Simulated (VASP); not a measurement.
Wanted: the native input for a VASP 6.6.1 run.

```
Task                   : single point
Functional             : PBE
Potentials or basis    : VASP PAW PBE potentials, release 64 (Pb_d, S)
Cutoff                 : 520 eV
k mesh                 : 6 × 6 × 2
Occupations            : fermi-dirac, width 0.05 eV
Spin                   : no spin polarisation
Dipole correction      : no
Further INCAR settings : ALGO = Normal; EDIFF = 1e-07; NBANDS = 28
```

The structure of PbS lies in POSCAR:

```
PbS
1.0
    3.0220759737     -3.0245919718      0.0000000000
    3.0220759737      3.0245919718      0.0000000000
   -2.1259410415      0.0000000000     22.4988981127
Pb S
2 2
Direct
    0.2778832700      0.2674392800      0.0643015600
    0.7325607200      0.7221167300      0.9356984400
    0.7842103300      0.7540543200      0.0556270400
    0.2459456800      0.2157896700      0.9443729600
```

The input as run:

INCAR

```
  PREC = Accurate
  ENCUT = 520
  EDIFF = 1E-7
  ISMEAR = -1
  SIGMA = 0.05
  LREAL = F
  LASPH = T
  NELM = 60
  ALGO = Normal
  ISIF = 2
  LWAVE = F
  LCHARG = F
  GGA = PE
  NBANDS = 28
```

KPOINTS

```
regular mesh
0
Gamma
  6 6 2
```

Potentials or basis: VASP PAW PBE potentials, release 64 (Pb_d, S).

Command:

```bash
$ cat potpaw_PBE.64/Pb_d/POTCAR potpaw_PBE.64/S/POTCAR > POTCAR
$ mpirun -np 1 vasp_std > vasp.out
```

It gave:

```json
{
 "Largest force": "0.178 eV/Å",
 "Band gap on the k mesh": "2.11 eV (least direct gap 2.18 eV)"
}
```

Caveat: there is no dipole correction, which matters where the two faces differ; spin-orbit coupling is left out, which moves the levels of the heavy elements.

Run time: 9.8 min on 1 thread of Oxide Virtual Turin-like Processor (shared host), peak memory 0.55 GiB.
